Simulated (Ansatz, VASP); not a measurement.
**Two plane-wave programs on LiMgBN2**

```
CELL_PARAMETERS angstrom
-1.93240 1.93240 4.52477
1.93240 -1.93240 4.52477
1.93240 1.93240 -4.52477
ATOMIC_POSITIONS crystal
Li 0.25000 0.75000 0.50000
Mg 0.75000 0.25000 0.50000
B 0.50000 0.50000 0.00000
N 0.66084 0.66084 0.00000
N 0.33916 0.33916 0.00000
```

Alike in both runs: task single point; functional PBEsol; k mesh 8 × 8 × 8; occupations gaussian, width 0.05 eV; no spin polarisation.

|  | VASP | Ansatz |
| --- | --- | --- |
| version | VASP 6.6.1 | Ansatz 0.2.0 |
| potentials or method | VASP PAW PBE potentials, release 64 (Li_sv, Mg, B, N), cutoff 520 eV | scalar-relativistic, plane waves, PAW |
| valence electrons in the cell | 18 | 26 |

```csv
,VASP,Ansatz,Ansatz less VASP
gap on the k mesh at the Fermi level (eV),2.20,2.20,+0.003
least direct gap on the mesh (eV),3.49,3.49,+0.002
rms of the force components (eV/Å),1.579,1.590,+0.0109
```

VASP's potentials were made for PBE, not for PBEsol. Atom by atom the forces differ by 0.011 eV/Å (rms over components). VASP's potentials hold 18 valence electrons a cell and Ansatz's 26, so a difference there can come from the potentials and not from the codes.

Noted on VASP's run: the cutoff is short for stress, so the pressure is rough.
